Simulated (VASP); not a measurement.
# Mo (a cell with a defect) in VASP: a series of runs

Mo (a cell with a defect) is run at these levels: PBE; tasks: single point.

Program: VASP 6.6.1. These are calculated values, not measurements. Logs are shortened: lines on timing, memory, paths and dates and some standing lists are left out, and cuts for length are marked.

### Step 1. The cell of the first run

The cell holds a defect, 31 atoms: a = 8.942 Å, b = 8.942 Å, c = 8.942 Å, α = 60.00°, β = 60.00°, γ = 60.00°.

### Step 2. Single point, PBE

File INCAR:

```
SYSTEM = Mo
  PREC = Accurate
  ENCUT = 400
  EDIFF = 1E-6
  ISMEAR = 1
  SIGMA = 0.1
  LREAL = Auto
  LASPH = .True.
  NELM = 120
  ALGO = Normal
  ISIF = 2
  LWAVE = .False.
  LCHARG = .True.
  GGA = PE
  LELF = .True.
  LVHAR = .True.
  NBANDS = 238
  GGA_COMPAT = .False.
```

File KPOINTS:

```
Automatic mesh
0
Gamma
  1 1 1
  0 0 0
```

File POSCAR:

```
Mo
1.0
    0.0000000000      6.3226243300      6.3226243300
    6.3226243300      0.0000000000      6.3226243300
    6.3226243300      6.3226243300      0.0000000000
Mo
31
Direct
   -0.0017796408     -0.0019033236     -0.0018055794
    0.1233159617      0.1226183084      0.1238415346
    0.2512648889      0.2512511288      0.2513540924
    0.4075633575      0.4066754350      0.4074287615
   -0.0006224472     -0.0013163047      0.5010372805
    0.1249534147      0.1252550300      0.6234358226
    0.2493471726      0.2489354764      0.7567450239
    0.3773049568      0.3774941188      0.8679044039
   -0.0013163047      0.5003469026     -0.0004397699
    0.1258426815      0.6230571033      0.1258785843
    0.2488241303      0.7554980734      0.2494222996
    0.3781796727      0.8674935776      0.3782597028
    0.0067605630      0.4974721470      0.4986767101
    0.1231867432      0.6281201116      0.6280524182
    0.2525407041      0.7479001999      0.7490767683
    0.3718007551      0.8742231408      0.8737342615
    0.5005914213     -0.0016348433     -0.0001406853
    0.6232117068      0.1256172214      0.1253870954
    0.7562767848      0.2484966555      0.2495767450
    0.8675130316      0.3779261388      0.3777961295
    0.4976208985      0.0064534911      0.4983350007
    0.6285771212      0.1230292928      0.6286484524
    0.7480830353      0.2523327208      0.7487944488
    0.8744115910      0.3717930842      0.8742521636
    0.4983493144      0.4978337057      0.0071928202
    0.6276685586      0.6278839755      0.1229844538
    0.7487483445      0.7483091281      0.2529613364
    0.8735215334      0.8737829755      0.3720720032
    0.6232793211      0.6226726110      0.6238833424
    0.7484218187      0.7482900696      0.7484107473
    0.8766147901      0.8759059073      0.8771818015
```

Potentials or basis: VASP PAW PBE potentials, release 64 (Mo_sv).

Started as:

```console
cat potpaw_PBE.64/Mo_sv/POTCAR > POTCAR
mpirun -np 1 vasp_gam > vasp.out
```

OUTCAR:

```text
SYSTEM = Mo
   PREC = Accurate
   ENCUT = 400
   EDIFF = 1E-6
   ISMEAR = 1
   LREAL = Auto
   LASPH = .True.
   NELM = 120
   ISIF = 2
   GGA = PE

 ion  position               nearest neighbor table
   1  0.998  0.998  0.998-  31 2.66  16 2.73  24 2.73  28 2.73   6 2.74  18 2.74  10 2.74   2 2.74
                            27 3.16  15 3.16  23 3.16  19 3.17  11 3.17   7 3.17
   2  0.123  0.123  0.124-  19 2.68  11 2.68   7 2.68   1 2.74   5 2.75  17 2.75   9 2.76   3 2.80
                            24 3.15  16 3.15  28 3.15   8 3.22  20 3.22  12 3.22
   3  0.251  0.251  0.251-  10 2.71  18 2.72   6 2.72   8 2.80  20 2.80  12 2.80   2 2.80  21 3.12
                            13 3.12  25 3.12   9 3.19  17 3.19   5 3.19   4 3.42
   4  0.408  0.407  0.407-  19 2.63  11 2.63   7 2.63  26 2.85  22 2.85  14 2.85  25 3.00  21 3.00
                            13 3.00   3 3.42
   5  0.999  0.999  0.501-  14 2.71  22 2.71   6 2.73  31 2.75   2 2.75  12 2.77  20 2.77  28 2.77
                            19 3.13  11 3.13  15 3.17  30 3.17  23 3.17   3 3.19
   6  0.125  0.125  0.623-   3 2.72  13 2.72  21 2.72   5 2.73   1 2.74  23 2.75  15 2.76   7 2.78
                            16 3.14  24 3.14  31 3.15  12 3.18  20 3.18
   7  0.249  0.249  0.757-   4 2.63   2 2.68   8 2.69  16 2.74  24 2.74  14 2.77  22 2.77   6 2.78
                             9 3.13  17 3.13  13 3.17  21 3.17   1 3.17
   8  0.377  0.377  0.868-   7 2.69  15 2.70  23 2.71   9 2.76  17 2.77  25 2.78   3 2.80  29 3.11
                            22 3.12  14 3.12  18 3.18  10 3.18   2 3.22
   9  0.999  0.500  1.000-  26 2.71  14 2.71  31 2.74  10 2.75   2 2.76  24 2.76  20 2.76   8 2.76
                             7 3.13  19 3.13  27 3.17  30 3.17  15 3.17   3 3.19
  10  0.126  0.623  0.126-   3 2.71  25 2.72  13 2.72   1 2.74   9 2.75  15 2.75  27 2.75  11 2.77
                            28 3.14  16 3.14  31 3.15  20 3.18   8 3.18
  11  0.249  0.755  0.249-   4 2.63   2 2.68  12 2.70  28 2.74  16 2.74  14 2.76  26 2.77  10 2.77
                            17 3.13   5 3.13  25 3.16  13 3.16   1 3.17
  12  0.378  0.867  0.378-  11 2.70  27 2.71  15 2.71  17 2.76  21 2.76   5 2.77   3 2.80  29 3.10
                            14 3.13  26 3.13   6 3.18  18 3.18   2 3.22
  13  0.007  0.497  0.499-   6 2.72  10 2.72  24 2.74  28 2.75  14 2.75  20 2.77  29 2.80   4 3.00
[... 23 lines left out ...]
  25  0.498  0.498  0.007-  18 2.72  10 2.72  26 2.74  24 2.75  16 2.75   8 2.78  29 2.80   4 3.00
                             3 3.12  11 3.16  19 3.16  30 3.17  23 3.19  15 3.19
  26  0.628  0.628  0.123-  17 2.70   9 2.71  27 2.71  30 2.74  25 2.74  11 2.77  19 2.77   4 2.85
                            20 3.13  12 3.13  31 3.14  24 3.19  16 3.19
  27  0.749  0.748  0.253-  28 2.70  20 2.70  12 2.71  29 2.71  26 2.71  31 2.74  10 2.75  18 2.75
                             1 3.16  17 3.17   9 3.17  21 3.18  13 3.19
  28  0.874  0.874  0.372-  27 2.70   1 2.73  19 2.74  11 2.74  21 2.75  30 2.75  13 2.75   5 2.77
                            10 3.14  18 3.14   2 3.15  29 3.17  14 3.20  22 3.20
  29  0.623  0.623  0.624-  23 2.70  15 2.71  27 2.71  30 2.74  25 2.80  13 2.80  21 2.80  12 3.10
                            20 3.10   8 3.11  28 3.17  16 3.17  24 3.17
  30  0.748  0.748  0.748-  26 2.74  14 2.74  22 2.74  29 2.74  28 2.75  24 2.75  16 2.75  31 2.81
                            25 3.17  13 3.17  21 3.17   5 3.17   9 3.17  17 3.17
  31  0.877  0.876  0.877-   1 2.66   9 2.74  27 2.74  15 2.74  17 2.75   5 2.75  23 2.75  30 2.81
                            22 3.14  14 3.14  26 3.14   6 3.15  10 3.15  18 3.15

  LATTYP: Found a face centered cubic cell.
 ALAT       =    12.6452486600

  Lattice vectors:

 A1 = (   0.0000000000,   6.3226243300,   6.3226243300)
 A2 = (   6.3226243300,   0.0000000000,   6.3226243300)
 A3 = (   6.3226243300,   6.3226243300,   0.0000000000)

Analysis of symmetry for initial positions (statically):
=====================================================================
 Subroutine PRICEL returns:
 Original cell was already a primitive cell.

 Routine SETGRP: Setting up the symmetry group for a
 face centered cubic supercell.

 Subroutine GETGRP returns: Found  1 space group operations
 (whereof  1 operations were pure point group operations)
 out of a pool of 48 trial point group operations.

The static configuration has the point symmetry C_1 .

Analysis of symmetry for dynamics (positions and initial velocities):
=====================================================================
 Subroutine PRICEL returns:
 Original cell was already a primitive cell.

 Routine SETGRP: Setting up the symmetry group for a
 face centered cubic supercell.

 Subroutine GETGRP returns: Found  1 space group operations
 (whereof  1 operations were pure point group operations)
 out of a pool of 48 trial point group operations.

The dynamic configuration has the point symmetry C_1 .

 Subroutine INISYM returns: Found  1 space group operations
 (whereof  1 operations are pure point group operations),
[... 92 lines left out ...]

  Cartesian coordinates                     Fractional coordinates (reciprocal lattice)
    -0.079081086  0.079081086  0.079081086     1.000000000  0.000000000  0.000000000
     0.079081086 -0.079081086  0.079081086     0.000000000  1.000000000  0.000000000
     0.079081086  0.079081086 -0.079081086     0.000000000  0.000000000  1.000000000

  Length of vectors
     0.136972459  0.136972459  0.136972459

  Shift w.r.t. Gamma in fractional coordinates (k-lattice)
     0.000000000  0.000000000  0.000000000

 Subroutine IBZKPT returns following result:
 ===========================================

 Found      1 irreducible k-points:

 Following reciprocal coordinates:
            Coordinates               Weight
  0.000000  0.000000  0.000000      1.000000
   k-points           NKPTS =      1   k-points in BZ     NKDIM =      1   number of bands    NBANDS=    238
   number of dos      NEDOS =    301   number of ions     NIONS =     31
   total plane-waves  NPLWV = 216000
   dimension x,y,z NGX =    60 NGY =   60 NGZ =   60
   dimension x,y,z NGXF=   120 NGYF=  120 NGZF=  120
   ions per type =              31
   NGX,Y,Z   is equivalent  to a cutoff of  11.16, 11.16, 11.16 a.u.
   NGXF,Y,Z  is equivalent  to a cutoff of  22.31, 22.31, 22.31 a.u.
 SYSTEM =  Mo
   PREC   = accura    normal or accurate (medium, high low for compatibility)
   ISTART =      0    job   : 0-new  1-cont  2-samecut
   ICHARG =      2    charge: 1-file 2-atom 10-const
   ISPIN  =      1    spin polarized calculation?
   LNONCOLLINEAR =      F non collinear calculations
   LSORBIT =      F    spin-orbit coupling
   LASPH  =      T    aspherical Exc in radial PAW
   ENCUT  =  400.0 eV  29.40 Ry    5.42 a.u.  14.58 14.58 14.58*2*pi/ulx,y,z
   NELM   =    120;   NELMIN=  2; NELMDL= -5     # of ELM steps
   EDIFF  = 0.1E-05   stopping-criterion for ELM
   LREAL  =      T    real-space projection
   EDIFFG = 0.1E-04   stopping-criterion for IOM
   NSW    =      0    number of steps for IOM
   IBRION =     -1    ionic relax: 0-MD 1-quasi-New 2-CG
   NFREE  =      0    steps in history (QN), initial steepest desc. (CG)
   ISIF   =      2    stress and relaxation
   ISYM   =      2    0-nonsym 1-usesym 2-fastsym
   POTIM  = 0.5000    time-step for ionic-motion
   TEBEG  =    0.0;   TEEND  =   0.0 temperature during run
   PSTRESS=    0.0 pullay stress
   NELECT =     434.0000    total number of electrons
   NUPDOWN=      -1.0000    fix difference up-down
   EMIN   =  10.00;   EMAX   =-10.00  energy-range for DOS
   EFERMI =   0.00;   METHOD = LEGACY
   ISMEAR =     1;   SIGMA  =   0.10  broadening in eV -4-tet -1-fermi 0-gaus
   EFERMI_NEDOS =   21; number of points for ismear=-14 and -15
   IALGO  =     38    algorithm
   IMIX   =      4    mixing-type and parameters
     AMIX     =   0.40;   BMIX     =  1.00
     AMIX_MAG =   1.60;   BMIX_MAG =  1.00
  volume/ion in A,a.u.               =      16.31       110.04
  Fermi-wavevector in a.u.,A,eV,Ry     =   1.555956  2.940331 32.939700  2.421000
  Thomas-Fermi vector in A             =   2.659822
   LORBIT       =      0    0 simple, 1 ext, 2 COOP (PROOUT), +10 PAW based schemes
   GGA     = PE    functional components
   LHFCALC =     F    Hartree Fock is set to
   AEXX    =    0.0000 exact exchange contribution
   IVDW    =     0    specifies the selected vdW correction
   LEPSILON=     F    determine dielectric tensor
   LRPA    =     F    only Hartree local field effects (RPA)
 non-spin polarized calculation
 Methfessel and Paxton  Order N= 1 SIGMA  =   0.10
  energy-cutoff  :      400.00
  volume of cell :      505.50
 maximum number of plane-waves:      4629
 NGX is ok and might be reduce to    60
   NGX = 29   NGY = 29   NGZ = 29

 number of electron     433.9999982 magnetization

 Free energy of the ion-electron system (eV)
  ---------------------------------------------------
  ext. energy  EPLUGINS =         0.00000000
  ---------------------------------------------------
  free energy    TOTEN  =      -348.07219266 eV

  energy without entropy =     -348.09344313  energy(sigma->0) =     -348.07927615

 E-fermi :  11.7066     XC(G=0): -13.0965

 val. band max:       11.6337413432   @ k =   0.0000   0.0000   0.0000
 cond. band min:      12.0152133093   @ k =   0.0000   0.0000   0.0000
 fundamental gap:      0.3814719661
 Fermi energy:        11.7065909019

 k-point     1 :       0.0000    0.0000    0.0000
  band No.  band energies     occupation
      1     -49.2715      2.00000
      2     -49.1815      2.00000
      3     -49.0966      2.00000
      4     -49.0963      2.00000
      5     -49.0890      2.00000
      6     -49.0810      2.00000
[... 221 lines left out ...]
    228      13.3550     -0.00000
    229      13.4186     -0.00000
 [bands above 229 left out]

------------------------ aborting loop because EDIFF is reached ----------------------------------------

  FORCE on cell =-STRESS in cart. coord.  units (eV):
  Direction    XX          YY          ZZ          XY          YZ          ZX
  --------------------------------------------------------------------------------------
  -------------------------------------------------------------------------------------
  Total      -40.2952175    -40.1417612    -40.2804149     -0.2697009     -0.2911092     -0.3317261
  in kB     -127.7150144   -127.2286372   -127.6680977     -0.8548126     -0.9226658     -1.0514002
  external PRESSURE =    -127.5372498 kB  Pullay stress =       0.0000000 kB

 VOLUME and BASIS-vectors are now :
 -----------------------------------------------------------------------------
  energy-cutoff  :      400.00
  volume of cell :      505.50
      direct lattice vectors                 reciprocal lattice vectors
     0.000000000  6.322624330  6.322624330    -0.079081086  0.079081086  0.079081086
     6.322624330  0.000000000  6.322624330     0.079081086 -0.079081086  0.079081086
     6.322624330  6.322624330  0.000000000     0.079081086  0.079081086 -0.079081086

 POSITION                                       TOTAL-FORCE (eV/Angst)
 -----------------------------------------------------------------------------------
     12.62180     12.62258     12.62196         0.003098      0.006992     -0.017903
      1.55827      1.56268      1.55495        -0.020696     -0.031992     -0.017308
      3.17778      3.17787      3.17722         0.283136      0.290655      0.266716
      5.14727      5.15289      5.14813        -2.641543     -2.661411     -2.650080
      9.48217      9.48656     12.63299         0.037643      0.025489      0.077722
      4.73369      4.73178      1.58197         0.161414      0.181951      0.119131
[... 23 lines left out ...]
      9.46308      9.46391      9.46315        -0.074205     -0.072918     -0.086669
     11.08412     11.08860     11.08053         0.171626      0.151604      0.182320
 -----------------------------------------------------------------------------------
    total drift:                               -0.002182     -0.001165     -0.003863

  FREE ENERGIE OF THE ION-ELECTRON SYSTEM (eV)
  ---------------------------------------------------
  free  energy   TOTEN  =      -348.0721926632 eV

  energy  without entropy=     -348.0934431296  energy(sigma->0) =     -348.07927615
```

It took 6.6 min on 1 thread of Intel Xeon 8259CL, shared host; peak memory 0.47 GiB.

What came out:

| Property | Result |
| --- | --- |
| Free energy | -348.0722 eV |
| Pressure | -12.8 GPa |
| Largest force | 4.592 eV/Å |

Forces in eV/Å, atoms in the order of the input:
```
Mo   0.003  0.007 -0.018
Mo  -0.021 -0.032 -0.017
Mo   0.283  0.291  0.267
Mo  -2.642 -2.661 -2.650
Mo   0.038  0.025  0.078
Mo   0.161  0.182  0.119
Mo   0.326  0.327  0.316
Mo   0.121  0.135 -0.142
Mo   0.050  0.102  0.071
Mo   0.135  0.065  0.125
Mo   0.409  0.371  0.419
Mo   0.064 -0.182  0.053
Mo   0.438  0.085  0.103
Mo   0.059  0.109  0.090
Mo   0.022  0.013  0.039
Mo  -0.074 -0.043 -0.079
Mo   0.090  0.034  0.063
Mo   0.094  0.169  0.140
Mo   0.352  0.362  0.376
Mo  -0.163  0.111  0.085
Mo   0.120  0.473  0.132
Mo   0.075  0.010  0.070
Mo   0.034  0.047  0.047
Mo  -0.075 -0.089 -0.088
Mo   0.065  0.058  0.415
Mo   0.124  0.142  0.089
Mo   0.008 -0.004 -0.003
Mo  -0.063 -0.042 -0.067
Mo  -0.131 -0.144 -0.127
Mo  -0.074 -0.073 -0.087
Mo   0.172  0.152  0.182
```

Caveat: the k points lie up to 0.86 Å⁻¹ apart.

(Part 1 of 2 ends here.)
